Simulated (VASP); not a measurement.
# BaS in VASP: notebook

The runs below take BaS through single point, with PBE.

Program: VASP 6.6.1. These are calculated values, not measurements. Logs are shortened: lines on timing, memory, paths and dates and some standing lists are left out, and cuts for length are marked.

### 1 The cell of the first run

The structure is tetragonal, space group I4/mmm (No. 139). Conventional cell: a = 4.426 Å, b = 4.426 Å, c = 6.388 Å, α = 90.00°, β = 90.00°, γ = 90.00°. Ba (site symmetry 4/mmm) has 6 S at 3.13 to 3.19 Å within 4.1 Å. Within 4.1 Å of S (site symmetry 4/mmm) lie 6 Ba at 3.13 to 3.19 Å.

### 2 Single point, PBE (equal xx and yy strain of -2 %)

File INCAR:

```
PREC = Accurate
ENCUT = 520
EDIFF = 1E-6
ISMEAR = -1
SIGMA = 0.02
LREAL = F
LASPH = T
NELM = 80
ALGO = Normal
ISIF = 2
LWAVE = F
LCHARG = F
GGA = PE
NBANDS = 15
```

File KPOINTS:

```
Automatic mesh
0
Gamma
  8 8 8
```

File POSCAR:

```
BaS
1.0
    0.0000000000      3.1298750000      3.1937500000
    3.1298750000      0.0000000000      3.1937500000
    3.1298750000      3.1298750000      0.0000000000
Ba S
1 1
Direct
    0.0000000000      0.0000000000      0.0000000000
    0.5000000000      0.5000000000      0.5000000000
```

Potentials or basis: VASP PAW PBE potentials, release 64 (Ba_sv, S).

Started as:

```
> cat potpaw_PBE.64/Ba_sv/POTCAR potpaw_PBE.64/S/POTCAR > POTCAR
> mpirun -np 1 vasp_std > vasp.out
```

OUTCAR:

```text
PREC = Accurate
   ENCUT = 520
   EDIFF = 1E-6
   ISMEAR = -1
   LREAL = F
   LASPH = T
   NELM = 80
   ISIF = 2
   GGA = PE

 ion  position               nearest neighbor table
   1  0.000  0.000  0.000-   2 3.13   2 3.13   2 3.13   2 3.13   2 3.19   2 3.19
   2  0.500  0.500  0.500-   1 3.13   1 3.13   1 3.13   1 3.13   1 3.19   1 3.19

  LATTYP: Found a body centered tetragonal cell.
 ALAT       =     4.4263116735
 C/A-ratio  =     1.4430750636

  Lattice vectors:

 A1 = (  -3.1298750000,   0.0000000000,   3.1937500000)
 A2 = (   3.1298750000,   0.0000000000,   3.1937500000)
 A3 = (   0.0000000000,   3.1298750000,  -3.1937500000)

Analysis of symmetry for initial positions (statically):
=====================================================================
 Subroutine PRICEL returns:
 Original cell was already a primitive cell.

 Routine SETGRP: Setting up the symmetry group for a
 body centered tetragonal supercell.

 Subroutine GETGRP returns: Found 16 space group operations
 (whereof 16 operations were pure point group operations)
 out of a pool of 16 trial point group operations.

The static configuration has the point symmetry D_4h.

Analysis of symmetry for dynamics (positions and initial velocities):
=====================================================================
 Subroutine PRICEL returns:
 Original cell was already a primitive cell.

 Routine SETGRP: Setting up the symmetry group for a
 body centered tetragonal supercell.

 Subroutine GETGRP returns: Found 16 space group operations
 (whereof 16 operations were pure point group operations)
 out of a pool of 16 trial point group operations.

The dynamic configuration has the point symmetry D_4h.

 Subroutine INISYM returns: Found 16 space group operations
 (whereof 16 operations are pure point group operations),
 and found     1 'primitive' translations

----------------------------------------------------------------------------------------

                                     Primitive cell

  volume of cell :      62.5727

  direct lattice vectors                    reciprocal lattice vectors
     0.000000000  3.129875000  3.193750000    -0.159750789  0.159750789  0.156555773
     3.129875000  0.000000000  3.193750000     0.159750789 -0.159750789  0.156555773
     3.129875000  3.129875000  0.000000000     0.159750789  0.159750789 -0.156555773

  length of vectors
     4.471706227  4.471706227  4.426311674     0.274864219  0.274864219  0.274864219

[... 90 lines left out ...]
   PSTRESS=    0.0 pullay stress
   NELECT =      16.0000    total number of electrons
   NUPDOWN=      -1.0000    fix difference up-down
   EMIN   =  10.00;   EMAX   =-10.00  energy-range for DOS
   EFERMI =   0.00;   METHOD = LEGACY
   ISMEAR =    -1;   SIGMA  =   0.02  broadening in eV -4-tet -1-fermi 0-gaus
   EFERMI_NEDOS =   21; number of points for ismear=-14 and -15
   IALGO  =     38    algorithm
   IMIX   =      4    mixing-type and parameters
     AMIX     =   0.40;   BMIX     =  1.00
     AMIX_MAG =   1.60;   BMIX_MAG =  1.00
  volume/ion in A,a.u.               =      31.29       211.13
  Fermi-wavevector in a.u.,A,eV,Ry     =   1.039090  1.963595 14.690321  1.079708
  Thomas-Fermi vector in A             =   2.173604
   LORBIT       =      0    0 simple, 1 ext, 2 COOP (PROOUT), +10 PAW based schemes
   GGA     = PE    functional components
   LHFCALC =     F    Hartree Fock is set to
   AEXX    =    0.0000 exact exchange contribution
   IVDW    =     0    specifies the selected vdW correction
   LEPSILON=     F    determine dielectric tensor
   LRPA    =     F    only Hartree local field effects (RPA)
 non-spin polarized calculation
  energy-cutoff  :      520.00
  volume of cell :       62.57
 maximum number of plane-waves:      1699
 NGX is ok and might be reduce to    36
   NGX = 17   NGY = 17   NGZ = 17

 number of electron      15.9999998 magnetization

 Free energy of the ion-electron system (eV)
  ---------------------------------------------------
  ext. energy  EPLUGINS =         0.00000000
  ---------------------------------------------------
  free energy    TOTEN  =       -10.13948409 eV

  energy without entropy =      -10.13948409  energy(sigma->0) =      -10.13948409

 E-fermi :   2.1760     XC(G=0):  -8.7944

 val. band max:        1.6956596165   @ k =   0.0000   0.0000   0.0000
 cond. band min:       3.6995478189   @ k =   0.5000   0.0000   0.5000
 fundamental gap:      2.0038882023
 Fermi energy:         2.1759500023

 k-point     1 :       0.0000    0.0000    0.0000
  band No.  band energies     occupation
      1     -24.2795      2.00000
      2      -9.3313      2.00000
      3      -9.3313      2.00000
      4      -9.3279      2.00000
      5      -8.7553      2.00000
      6       1.6208      2.00000
      7       1.6957      2.00000
      8       1.6957      2.00000
      9       5.4414      0.00000
     10       5.4450      0.00000
     11       5.5899      0.00000
     12       5.5899      0.00000
     13       6.4779      0.00000
     14       6.5689      0.00000
[... 401 lines left out ...]
      2     -10.4094      2.00000
      3      -9.4120      2.00000
      4      -9.3976      2.00000
      5      -7.6326      2.00000
      6       0.0757      2.00000
      7       0.7797      2.00000
      8       0.9392      2.00000
      9       5.5231      0.00000
     10       7.5352      0.00000
     11       7.6678      0.00000
     12       7.7779      0.00000
     13       8.5089      0.00000
     14      10.1006      0.00000
     15      12.1251      0.00000

 [... further k-points ...]

------------------------ aborting loop because EDIFF is reached ----------------------------------------

  FORCE on cell =-STRESS in cart. coord.  units (eV):
  Direction    XX          YY          ZZ          XY          YZ          ZX
  --------------------------------------------------------------------------------------
  -------------------------------------------------------------------------------------
  Total        1.6733914      1.6733914      0.8536158      0.0000000      0.0000000      0.0000000
  in kB       42.8472753     42.8472753     21.8568780      0.0000000      0.0000000      0.0000000
  external PRESSURE =      35.8504762 kB  Pullay stress =       0.0000000 kB

 VOLUME and BASIS-vectors are now :
 -----------------------------------------------------------------------------
  energy-cutoff  :      520.00
  volume of cell :       62.57
      direct lattice vectors                 reciprocal lattice vectors
     0.000000000  3.129875000  3.193750000    -0.159750789  0.159750789  0.156555773
     3.129875000  0.000000000  3.193750000     0.159750789 -0.159750789  0.156555773
     3.129875000  3.129875000  0.000000000     0.159750789  0.159750789 -0.156555773

 POSITION                                       TOTAL-FORCE (eV/Angst)
 -----------------------------------------------------------------------------------
      0.00000      0.00000      0.00000         0.000000     -0.000000      0.000000
      3.12988      3.12988      3.19375        -0.000000      0.000000      0.000000
 -----------------------------------------------------------------------------------
    total drift:                                0.000000      0.000000      0.000000

  FREE ENERGIE OF THE ION-ELECTRON SYSTEM (eV)
  ---------------------------------------------------
  free  energy   TOTEN  =       -10.1394840878 eV

  energy  without entropy=      -10.1394840878  energy(sigma->0) =      -10.13948409
```

stdout:

```text
POSCAR found type information on POSCAR BaS
 POSCAR found :  2 types and       2 ions
 scaLAPACK will be used
 LDA part: xc-table for (Slater+PW92), standard interpolation
 POSCAR, INCAR and KPOINTS ok, starting setup
 FFT: planning ... GRIDC
 FFT: planning ... GRID_SOFT
 FFT: planning ... GRID
 WAVECAR not read
 entering main loop
```

It took 96 s on 1 thread of Intel Xeon 8259CL, shared host; peak memory 0.23 GiB.

Results:

| Property | Result |
| --- | --- |
| Free energy | -10.1395 eV |
| Pressure | 3.6 GPa |
| Band gap on the k mesh | 2.00 eV (least direct gap 2.11 eV) |

Stress tensor (GPa, compression positive):
```
4.28 0.00 0.00
0.00 4.28 0.00
0.00 0.00 2.19
```

Levels at points of the mesh, in eV from the valence-band top:
```csv
k point,band 6,band 7,band 8,band 9,band 10,band 11
"(0.00, 0.00, 0.00)",-0.07,0.00,0.00,3.75,3.75,3.89
"(0.50, 0.00, 0.00)",-2.05,-1.20,-1.19,5.65,5.79,6.41
"(0.50, 0.50, 0.00)",-0.57,-0.11,-0.11,2.02,5.98,6.25
"(0.50, 0.00, 0.50)",-0.46,-0.20,-0.11,2.00,5.97,6.31
```

Caveat: the cell differs from its parent crystal (equal xx and yy strain of -2 %); the cell stands under pressure; spin-orbit coupling is left out, which moves the levels of the heavy elements.

### 3 Single point, PBE (equal xx and yy strain of +1 %)

File INCAR:

```
  PREC = Accurate
  ENCUT = 520
  EDIFF = 1E-6
  ISMEAR = -1
  SIGMA = 0.02
  LREAL = False
  LASPH = True
  NELM = 100
  ALGO = Normal
  ISIF = 2
  LWAVE = False
  LCHARG = True
  GGA = PE
  LELF = True
  LVHAR = True
  NBANDS = 15
```

KPOINTS is that of step 2.

File POSCAR:

```
BaS
1.0
    0.0000000000      3.2256875000      3.1937500000
    3.2256875000      0.0000000000      3.1937500000
    3.2256875000      3.2256875000      0.0000000000
Ba S
1 1
Direct
    0.0000000000      0.0000000000      0.0000000000
    0.5000000000      0.5000000000      0.5000000000
```

Potentials or basis: VASP PAW PBE potentials, release 64 (Ba_sv, S).

Started as:

```
> cat potpaw_PBE.64/Ba_sv/POTCAR potpaw_PBE.64/S/POTCAR > POTCAR
> mpirun -np 1 vasp_std > vasp.out
```

It took 93 s on 1 thread of Intel Xeon 8259CL, shared host; peak memory 0.24 GiB.

It converged, with:

| Item | Value |
| --- | --- |
| Free energy | -10.1917 eV |
| Pressure | 0.5 GPa |
| Band gap on the k mesh | 2.11 eV (least direct gap 2.26 eV) |

Stress tensor (GPa, compression positive):
```
0.26 0.00 0.00
0.00 0.26 0.00
0.00 0.00 1.06
```

Levels at points of the mesh, in eV from the valence-band top:
| k point | band 5 | band 6 | band 7 | band 8 | band 9 | band 10 | band 11 | band 12 |
| --- | --- | --- | --- | --- | --- | --- | --- | --- |
| (0.00, 0.00, 0.00) | -10.35 | -0.03 | -0.03 | 0.00 | 3.48 | 3.82 | 3.82 | 3.89 |
| (0.50, 0.00, 0.00) | -9.20 | -1.91 | -1.07 | -1.07 | 5.45 | 5.61 | 6.20 | 6.22 |
| (0.50, 0.50, 0.00) | -10.26 | -0.53 | -0.18 | -0.18 | 2.11 | 5.88 | 5.89 | 7.36 |
| (0.50, 0.00, 0.50) | -10.26 | -0.58 | -0.18 | -0.14 | 2.12 | 5.81 | 5.93 | 7.33 |

Caveat: the cell differs from its parent crystal (equal xx and yy strain of +1 %); spin-orbit coupling is left out, which moves the levels of the heavy elements. A k mesh can miss the band edges.

### 4 Single point, PBE (equal xy, yz and zx shear strains of -3 %)

File INCAR:

```
PREC = Accurate
ENCUT = 520
EDIFF = 1E-6
ISMEAR = -1
SIGMA = 0.02
LREAL = False
LASPH = True
NELM = 100
ALGO = Normal
ISIF = 2
LWAVE = False
LCHARG = False
GGA = PE
NBANDS = 15
```

File KPOINTS:

```
regular mesh
0
Gamma
  8 8 8
```

File POSCAR:

```
BaS
1.0
   -0.0958125000      3.1458437500      3.1458437500
    3.1458437500     -0.0958125000      3.1458437500
    3.1458437500      3.1458437500     -0.0958125000
Ba S
1 1
Direct
    0.0000000000      0.0000000000      0.0000000000
    0.5000000000      0.5000000000      0.5000000000
```

Potentials or basis: VASP PAW PBE potentials, release 64 (Ba_sv, S).

Started as:

```
> cat potpaw_PBE.64/Ba_sv/POTCAR potpaw_PBE.64/S/POTCAR > POTCAR
> mpirun -np 1 vasp_std > vasp.out
```

OUTCAR:

```text
PREC = Accurate
   ENCUT = 520
   EDIFF = 1E-6
   ISMEAR = -1
   LREAL = False
   LASPH = True
   NELM = 100
   ISIF = 2
   GGA = PE

 ion  position               nearest neighbor table
   1  0.000  0.000  0.000-   2 3.19   2 3.19   2 3.19   2 3.19   2 3.19   2 3.19
   2  0.500  0.500  0.500-   1 3.19   1 3.19   1 3.19   1 3.19   1 3.19   1 3.19

  LATTYP: Found a trigonal (rhomboedric) cell.
 ALAT       =     4.4499264976
 COS(alpha) =     0.4693254694

  Lattice vectors:

 A1 = (  -0.0958125000,   3.1458437500,   3.1458437500)
[... 610 lines left out ...]
     11       6.7420      0.00000
     12       7.4875      0.00000
     13       8.2664      0.00000
     14       9.1301      0.00000
     15      11.9273      0.00000

 [... further k-points ...]
[... 5 lines left out ...]
  --------------------------------------------------------------------------------------
  -------------------------------------------------------------------------------------
  Total        0.5720282      0.5720282      0.5720282      0.2052018      0.2052018      0.2052018
  in kB       14.0763951     14.0763951     14.0763951      5.0495788      5.0495788      5.0495788
  external PRESSURE =      14.0763951 kB  Pullay stress =       0.0000000 kB

 VOLUME and BASIS-vectors are now :
 -----------------------------------------------------------------------------
  energy-cutoff  :      520.00
  volume of cell :       65.11
      direct lattice vectors                 reciprocal lattice vectors
    -0.095812500  3.145843750  3.145843750    -0.151856953  0.156627329  0.156627329
     3.145843750 -0.095812500  3.145843750     0.156627329 -0.151856953  0.156627329
     3.145843750  3.145843750 -0.095812500     0.156627329  0.156627329 -0.151856953

 POSITION                                       TOTAL-FORCE (eV/Angst)
 -----------------------------------------------------------------------------------
      0.00000      0.00000      0.00000         0.000000      0.000000     -0.000000
      3.09794      3.09794      3.09794         0.000000     -0.000000      0.000000
 -----------------------------------------------------------------------------------
    total drift:                                0.000000      0.000000      0.000000

  FREE ENERGIE OF THE ION-ELECTRON SYSTEM (eV)
  ---------------------------------------------------
  free  energy   TOTEN  =       -10.1747415860 eV

  energy  without entropy=      -10.1747415860  energy(sigma->0) =      -10.17474159
```

OSZICAR:

```text
N       E                     dE             d eps       ncg     rms          rms(c)
DAV:   1     0.833152339880E+02    0.83315E+02   -0.68368E+03  1950   0.932E+02
DAV:   2    -0.562704225073E+01   -0.88942E+02   -0.80014E+02  2709   0.167E+02
DAV:   3    -0.105579272142E+02   -0.49309E+01   -0.48952E+01  2684   0.415E+01
DAV:   4    -0.106548327447E+02   -0.96906E-01   -0.96880E-01  2534   0.574E+00
DAV:   5    -0.106567721431E+02   -0.19394E-02   -0.19394E-02  2668   0.646E-01    0.481E+00
DAV:   6    -0.101576575140E+02    0.49911E+00   -0.67708E-01  2279   0.497E+00    0.330E+00
DAV:   7    -0.101596343160E+02   -0.19768E-02   -0.18707E-01  2506   0.243E+00    0.211E+00
DAV:   8    -0.101733916217E+02   -0.13757E-01   -0.24828E-02  2202   0.114E+00    0.202E-01
DAV:   9    -0.101738041539E+02   -0.41253E-03   -0.32805E-03  2587   0.416E-01    0.146E-01
DAV:  10    -0.101746504917E+02   -0.84634E-03   -0.97706E-04  2090   0.210E-01    0.385E-02
DAV:  11    -0.101747388842E+02   -0.88393E-04   -0.11803E-04  2447   0.661E-02    0.119E-02
DAV:  12    -0.101747416356E+02   -0.27513E-05   -0.62858E-06  2328   0.165E-02    0.362E-03
DAV:  13    -0.101747415860E+02    0.49595E-07   -0.24303E-07  2046   0.321E-03
   1 F= -.10174742E+02 E0= -.10174742E+02  d E =-.135530E-10
```

stdout:

```text
POSCAR found type information on POSCAR BaS
 POSCAR found :  2 types and       2 ions
 scaLAPACK will be used
 LDA part: xc-table for (Slater+PW92), standard interpolation
 POSCAR, INCAR and KPOINTS ok, starting setup
 FFT: planning ... GRIDC
 FFT: planning ... GRID_SOFT
 FFT: planning ... GRID
 WAVECAR not read
 entering main loop
```

Wall time 86 s (1 thread of Intel Xeon 8259CL, shared host); peak memory 0.24 GiB.

Results:

* Free energy: -10.1747 eV
* Pressure: 1.4 GPa
* Band gap on the k mesh: 2.03 eV (least direct gap 2.19 eV)

Levels at points of the mesh, in eV from the valence-band top:
```tsv
k point	band 4	band 5	band 6	band 7	band 8	band 9	band 10	band 11	band 12	band 13
(0.00, 0.00, 0.00)	-11.20	-10.43	-0.10	-0.10	0.00	3.48	3.66	3.66	4.11	4.74
(0.50, 0.00, 0.00)	-11.23	-9.18	-2.01	-1.20	-1.03	5.36	5.63	5.97	6.47	8.71
(0.50, 0.50, 0.00)	-11.38	-10.34	-0.60	-0.25	-0.16	2.03	5.85	5.92	7.25	7.46
(0.50, 0.50, 0.50)	-11.26	-9.24	-2.00	-1.27	-1.27	5.54	5.62	6.40	6.40	8.85
```

Caveat: the cell differs from its parent crystal (equal xy, yz and zx shear strains of -3 %); spin-orbit coupling is left out, which moves the levels of the heavy elements. A k mesh can miss the band edges.

### 5 Single point, PBE (equal xy, yz and zx shear strains of -1 %)

File INCAR:

```
SYSTEM = BaS
ALGO = Normal
EDIFF = 1E-6
ENCUT = 520
GGA = PE
ISIF = 2
ISMEAR = -1
LASPH = .TRUE.
LCHARG = .TRUE.
LELF = .TRUE.
LREAL = .FALSE.
LVHAR = .TRUE.
LWAVE = .FALSE.
NBANDS = 15
NELM = 100
PREC = Accurate
SIGMA = 0.02
```

File KPOINTS:

```
k-points
0
G
  8 8 8
  0 0 0
```

File POSCAR:

```
BaS
1.0
   -0.0319375000      3.1777812500      3.1777812500
    3.1777812500     -0.0319375000      3.1777812500
    3.1777812500      3.1777812500     -0.0319375000
Ba S
1 1
Direct
    0.0000000000      0.0000000000      0.0000000000
    0.5000000000      0.5000000000      0.5000000000
```

Started as:

```
> cat potpaw_PBE.64/Ba_sv/POTCAR potpaw_PBE.64/S/POTCAR > POTCAR
> mpirun -np 1 vasp_std > vasp.out
```

Run time: 1.9 min. Hardware: 1 thread of Intel Xeon 8259CL, shared host; peak memory 0.24 GiB.

The run converged. Its results:

```
Free energy            : -10.1836 eV
Pressure               : 1.4 GPa
Band gap on the k mesh : 2.08 eV (least direct gap 2.23 eV)
```

Stress tensor (GPa, compression positive):
```
1.42 0.18 0.18
0.18 1.42 0.18
0.18 0.18 1.42
```

Levels at points of the mesh, in eV from the valence-band top:
| k point | band 5 | band 6 | band 7 | band 8 | band 9 | band 10 | band 11 | band 12 |
| --- | --- | --- | --- | --- | --- | --- | --- | --- |
| (0.00, 0.00, 0.00) | -10.38 | -0.03 | -0.03 | 0.00 | 3.57 | 3.80 | 3.80 | 3.94 |
| (0.50, 0.00, 0.00) | -9.14 | -1.96 | -1.13 | -1.07 | 5.50 | 5.67 | 6.20 | 6.35 |
| (0.50, 0.50, 0.00) | -10.29 | -0.55 | -0.17 | -0.15 | 2.08 | 5.91 | 6.00 | 7.43 |
| (0.50, 0.50, 0.50) | -9.16 | -1.96 | -1.15 | -1.15 | 5.55 | 5.67 | 6.34 | 6.34 |

Caveat: the cell differs from its parent crystal (equal xy, yz and zx shear strains of -1 %); spin-orbit coupling is left out, which moves the levels of the heavy elements. A k mesh can miss the band edges.

(Continued in part 2 of 2.)
